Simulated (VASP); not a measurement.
# Lu in VASP: a series of runs

Runs on Lu. Level: PBEsol. Tasks: single point.

Program: VASP 6.6.1. These are calculated values, not measurements. Logs are shortened: lines on timing, memory, paths and dates and some standing lists are left out, and cuts for length are marked.

## Step 1: The cell of the first run

The structure is hexagonal, space group P6_3/mmc (No. 194). The conventional cell has a = 3.432 Å, b = 3.432 Å, c = 5.438 Å, α = 90.00°, β = 90.00°, γ = 120.00°. Lu (site symmetry -6m2) has 12 Lu at 3.36 to 3.43 Å within 4.4 Å.

## Step 2: Single point, PBEsol (27.73 Å³/atom)

Contents of INCAR:

```
ALGO = Normal
EDIFF = 1E-7
ENCUT = 520
GGA = PS
ISIF = 2
ISMEAR = -1
LASPH = True
LCHARG = False
LREAL = False
LWAVE = False
NBANDS = 32
NELM = 60
PREC = Accurate
SIGMA = 0.05
```

Contents of KPOINTS:

```
k-points
0
Gamma
  9 9 5
```

Contents of POSCAR:

```
Lu
1.0
    3.4315880974      0.0000000000      0.0000000000
   -1.7157940487      2.9718424677      0.0000000000
    0.0000000000      0.0000000000      5.4375845309
Lu
2
Direct
    0.6666666667      0.3333333333      0.7500000000
    0.3333333333      0.6666666667      0.2500000000
```

Potentials or basis: VASP PAW PBE potentials, release 64 (Lu).

Launch:

```console
> cat potpaw_PBE.64/Lu/POTCAR > POTCAR
> mpirun -np 1 vasp_std > vasp.out
```

OUTCAR:

```text
EDIFF = 1E-7
   ENCUT = 520
   GGA = PS
   ISIF = 2
   ISMEAR = -1
   LASPH = True
   LREAL = False
   NELM = 60
   PREC = Accurate

 ion  position               nearest neighbor table
   1  0.667  0.333  0.750-   2 3.36   2 3.36   2 3.36   2 3.36   2 3.36   2 3.36
   2  0.333  0.667  0.250-   1 3.36   1 3.36   1 3.36   1 3.36   1 3.36   1 3.36

  LATTYP: Found a hexagonal cell.
 ALAT       =     3.4315880974
 C/A-ratio  =     1.5845679541

  Lattice vectors:

 A1 = (   3.4315880974,   0.0000000000,   0.0000000000)
 A2 = (  -1.7157940487,   2.9718424677,   0.0000000000)
 A3 = (   0.0000000000,   0.0000000000,   5.4375845309)

Analysis of symmetry for initial positions (statically):
=====================================================================
 Subroutine PRICEL returns:
 Original cell was already a primitive cell.

 Routine SETGRP: Setting up the symmetry group for a
 hexagonal supercell.

 Subroutine GETGRP returns: Found 24 space group operations
 (whereof 12 operations were pure point group operations)
 out of a pool of 24 trial point group operations.

The static configuration has the point symmetry D_3d.
 The point group associated with its full space group is D_6h.

Analysis of symmetry for dynamics (positions and initial velocities):
=====================================================================
 Subroutine PRICEL returns:
 Original cell was already a primitive cell.

 Routine SETGRP: Setting up the symmetry group for a
 hexagonal supercell.

 Subroutine GETGRP returns: Found 24 space group operations
 (whereof 12 operations were pure point group operations)
 out of a pool of 24 trial point group operations.

The dynamic configuration has the point symmetry D_3d.
 The point group associated with its full space group is D_6h.

 Subroutine INISYM returns: Found 24 space group operations
 (whereof 12 operations are pure point group operations),
 and found     1 'primitive' translations

----------------------------------------------------------------------------------------

                                     Primitive cell

  volume of cell :      55.4532

  direct lattice vectors                    reciprocal lattice vectors
     3.431588097  0.000000000  0.000000000     0.291410266  0.168245795  0.000000000
    -1.715794049  2.971842468  0.000000000     0.000000000  0.336491591  0.000000000
     0.000000000  0.000000000  5.437584531     0.000000000  0.000000000  0.183905187

  length of vectors
     3.431588097  3.431588097  5.437584531     0.336491591  0.336491591  0.183905187

  position of ions in fractional coordinates (direct lattice)
     0.666666667  0.333333333  0.750000000
     0.333333333  0.666666667  0.250000000

  ion indices of the primitive-cell ions
   primitive index   ion index
                 1           1
                 2           2

----------------------------------------------------------------------------------------

 KPOINTS: k-points

Automatic generation of k-mesh.
 Grid dimensions read from file:
 generate k-points for:    9    9    5

 Generating k-lattice:

  Cartesian coordinates                     Fractional coordinates (reciprocal lattice)
     0.032378918  0.018693977  0.000000000     0.111111111 -0.000000000  0.000000000
     0.000000000  0.037387955  0.000000000     0.000000000  0.111111111  0.000000000
     0.000000000  0.000000000  0.036781037     0.000000000  0.000000000  0.200000000

  Length of vectors
     0.037387955  0.037387955  0.036781037

  Shift w.r.t. Gamma in fractional coordinates (k-lattice)
     0.000000000  0.000000000  0.000000000

 Subroutine IBZKPT returns following result:
 ===========================================

 Found     36 irreducible k-points:

 Following reciprocal coordinates:
            Coordinates               Weight
  0.000000  0.000000  0.000000      1.000000
  0.111111 -0.000000  0.000000      6.000000
  0.222222 -0.000000  0.000000      6.000000
  0.333333 -0.000000  0.000000      6.000000
  0.444444 -0.000000  0.000000      6.000000
  0.111111  0.111111  0.000000      6.000000
[... 16 lines left out ...]
  0.333333  0.222222  0.200000     24.000000
  0.333333  0.333333  0.200000      4.000000
 [... further k-points ...]
   k-points           NKPTS =     36   k-points in BZ     NKDIM =     36   number of bands    NBANDS=     32
   number of dos      NEDOS =    301   number of ions     NIONS =      2
   total plane-waves  NPLWV =  31360
   dimension x,y,z NGX =    28 NGY =   28 NGZ =   40
   dimension x,y,z NGXF=    56 NGYF=   56 NGZF=   80
   ions per type =               2
   NGX,Y,Z   is equivalent  to a cutoff of  13.56, 13.56, 12.23 a.u.
   NGXF,Y,Z  is equivalent  to a cutoff of  27.13, 27.13, 24.46 a.u.
 SYSTEM =  unknown system
   PREC   = accura    normal or accurate (medium, high low for compatibility)
   ISTART =      0    job   : 0-new  1-cont  2-samecut
   ICHARG =      2    charge: 1-file 2-atom 10-const
   ISPIN  =      1    spin polarized calculation?
   LNONCOLLINEAR =      F non collinear calculations
   LSORBIT =      F    spin-orbit coupling
   LASPH  =      T    aspherical Exc in radial PAW
   ENCUT  =  520.0 eV  38.22 Ry    6.18 a.u.   6.38  6.38 10.11*2*pi/ulx,y,z
   NELM   =     60;   NELMIN=  2; NELMDL= -5     # of ELM steps
   EDIFF  = 0.1E-06   stopping-criterion for ELM
   LREAL  =      F    real-space projection
   EDIFFG = 0.1E-05   stopping-criterion for IOM
   NSW    =      0    number of steps for IOM
   IBRION =     -1    ionic relax: 0-MD 1-quasi-New 2-CG
   NFREE  =      0    steps in history (QN), initial steepest desc. (CG)
   ISIF   =      2    stress and relaxation
   ISYM   =      2    0-nonsym 1-usesym 2-fastsym
   POTIM  = 0.5000    time-step for ionic-motion
   TEBEG  =    0.0;   TEEND  =   0.0 temperature during run
   PSTRESS=    0.0 pullay stress
   NELECT =      50.0000    total number of electrons
   NUPDOWN=      -1.0000    fix difference up-down
   EMIN   =  10.00;   EMAX   =-10.00  energy-range for DOS
   EFERMI =   0.00;   METHOD = LEGACY
   ISMEAR =    -1;   SIGMA  =   0.05  broadening in eV -4-tet -1-fermi 0-gaus
   EFERMI_NEDOS =   21; number of points for ismear=-14 and -15
   IALGO  =     38    algorithm
   IMIX   =      4    mixing-type and parameters
     AMIX     =   0.40;   BMIX     =  1.00
     AMIX_MAG =   1.60;   BMIX_MAG =  1.00
  volume/ion in A,a.u.               =      27.73       187.11
  Fermi-wavevector in a.u.,A,eV,Ry     =   1.581573  2.988739 34.033238  2.501372
  Thomas-Fermi vector in A             =   2.681628
   LORBIT       =      0    0 simple, 1 ext, 2 COOP (PROOUT), +10 PAW based schemes
   GGA     = PS    functional components
   LHFCALC =     F    Hartree Fock is set to
   AEXX    =    0.0000 exact exchange contribution
   IVDW    =     0    specifies the selected vdW correction
   LEPSILON=     F    determine dielectric tensor
   LRPA    =     F    only Hartree local field effects (RPA)
 non-spin polarized calculation
  energy-cutoff  :      520.00
  volume of cell :       55.45
 maximum number of plane-waves:      1514
 NGX is ok and might be reduce to    28
   NGX = 13   NGY = 13   NGZ = 21

 number of electron      50.0000020 magnetization

 Free energy of the ion-electron system (eV)
  ---------------------------------------------------
  ext. energy  EPLUGINS =         0.00000000
  ---------------------------------------------------
  free energy    TOTEN  =        -9.91086119 eV

  energy without entropy =       -9.88195588  energy(sigma->0) =       -9.89640854

 E-fermi :   2.2734     XC(G=0): -11.0152

 val. band max:        2.2473371321   @ k =   0.3333  -0.0000   0.4000
 cond. band min:       2.2815722317   @ k =   0.4444   0.1111   0.4000
 fundamental gap:      0.0342350996
 Fermi energy:         2.2733835009

 k-point     1 :       0.0000    0.0000    0.0000
  band No.  band energies     occupation
      1     -53.7996      2.00000
      2     -53.7572      2.00000
      3     -24.7928      2.00000
      4     -24.2840      2.00000
      5     -24.2840      2.00000
      6     -24.1915      2.00000
[... 24 lines left out ...]
     31       5.8959      0.00000
     32       5.8959      0.00000

 k-point     2 :       0.1111   -0.0000    0.0000
  band No.  band energies     occupation
      1     -53.7959      2.00000
      2     -53.7558      2.00000
      3     -24.7698      2.00000
      4     -24.3320      2.00000
      5     -24.3000      2.00000
      6     -24.2421      2.00000
[... 24 lines left out ...]
     31       5.5472      0.00000
     32       5.5919      0.00000

 k-point     3 :       0.2222   -0.0000    0.0000
  band No.  band energies     occupation
      1     -53.7864      2.00000
      2     -53.7526      2.00000
      3     -24.7063      2.00000
      4     -24.4542      2.00000
      5     -24.3652      2.00000
      6     -24.3387      2.00000
[... 24 lines left out ...]
     31       6.0137      0.00000
     32       6.3770      0.00000

 k-point     4 :       0.3333   -0.0000    0.0000
  band No.  band energies     occupation
      1     -53.7745      2.00000
      2     -53.7500      2.00000
      3     -24.6191      2.00000
      4     -24.5933      2.00000
      5     -24.4977      2.00000
      6     -24.3807      2.00000
[... 24 lines left out ...]
     31       7.0502      0.00000
     32       7.5805      0.00000

 k-point     5 :       0.4444   -0.0000    0.0000
  band No.  band energies     occupation
      1     -53.7653      2.00000
      2     -53.7497      2.00000
      3     -24.6838      2.00000
      4     -24.5805      2.00000
      5     -24.5413      2.00000
      6     -24.4072      2.00000
[... 584 lines left out ...]
     31       8.1973      0.00000
     32       8.8607      0.00000

 k-point    22 :       0.2222    0.2222    0.2000
  band No.  band energies     occupation
      1     -53.7667      2.00000
      2     -53.7514      2.00000
      3     -24.6447      2.00000
      4     -24.5953      2.00000
      5     -24.4544      2.00000
      6     -24.4327      2.00000
[... 24 lines left out ...]
     31       7.8407      0.00000
     32       7.9866      0.00000

 k-point    23 :       0.3333    0.2222    0.2000
  band No.  band energies     occupation
      1     -53.7593      2.00000
      2     -53.7515      2.00000
      3     -24.6610      2.00000
      4     -24.6068      2.00000
      5     -24.5124      2.00000
      6     -24.4124      2.00000
[... 24 lines left out ...]
     31       7.8798      0.00000
     32       8.3664      0.00000

 k-point    24 :       0.3333    0.3333    0.2000
  band No.  band energies     occupation
      1     -53.7541      2.00000
      2     -53.7541      2.00000
      3     -24.6004      2.00000
      4     -24.5926      2.00000
      5     -24.5926      2.00000
      6     -24.4395      2.00000
[... 24 lines left out ...]
     31       8.0143      0.00000
     32       8.0329      0.00000

 [... further k-points ...]

------------------------ aborting loop because EDIFF is reached ----------------------------------------

  FORCE on cell =-STRESS in cart. coord.  units (eV):
  Direction    XX          YY          ZZ          XY          YZ          ZX
  --------------------------------------------------------------------------------------
  -------------------------------------------------------------------------------------
  Total        0.0750066      0.0750066     -0.3859500      0.0000000     -0.0000000      0.0000000
  in kB        2.1671195      2.1671195    -11.1510213      0.0000000     -0.0000000      0.0000000
  external PRESSURE =      -2.2722608 kB  Pullay stress =       0.0000000 kB

 VOLUME and BASIS-vectors are now :
 -----------------------------------------------------------------------------
  energy-cutoff  :      520.00
  volume of cell :       55.45
      direct lattice vectors                 reciprocal lattice vectors
     3.431588097  0.000000000  0.000000000     0.291410266  0.168245795  0.000000000
    -1.715794049  2.971842468  0.000000000     0.000000000  0.336491591  0.000000000
     0.000000000  0.000000000  5.437584531     0.000000000  0.000000000  0.183905187

 POSITION                                       TOTAL-FORCE (eV/Angst)
 -----------------------------------------------------------------------------------
      1.71579      0.99061      4.07819        -0.000000      0.000000      0.000000
     -0.00000      1.98123      1.35940         0.000000     -0.000000      0.000000
 -----------------------------------------------------------------------------------
    total drift:                               -0.000000      0.000000     -0.000000

  FREE ENERGIE OF THE ION-ELECTRON SYSTEM (eV)
  ---------------------------------------------------
  free  energy   TOTEN  =        -9.9108611940 eV

  energy  without entropy=       -9.8819558803  energy(sigma->0) =       -9.89640854
```

Run time: 53 s. Hardware: 1 thread of Intel Xeon Platinum 8488C (Sapphire Rapids), shared host; peak memory 0.21 GiB.

Results:

```
Free energy            : -9.9109 eV
Pressure               : -0.2 GPa
Band gap on the k mesh : zero (bands 25 and 26 overlap by 1.47 eV)
```

Stress tensor (GPa, compression positive):
```
 0.22  0.00  0.00
 0.00  0.22  0.00
 0.00  0.00 -1.12
```

Caveat: the PAW data sets were made with another functional, which shifts forces and pressure a little; spin-orbit coupling is left out, which moves the levels of the heavy elements.

(Continued in part 2 of 2.)

The gap in the log of VASP goes by the Fermi energy; the results here count the filled bands.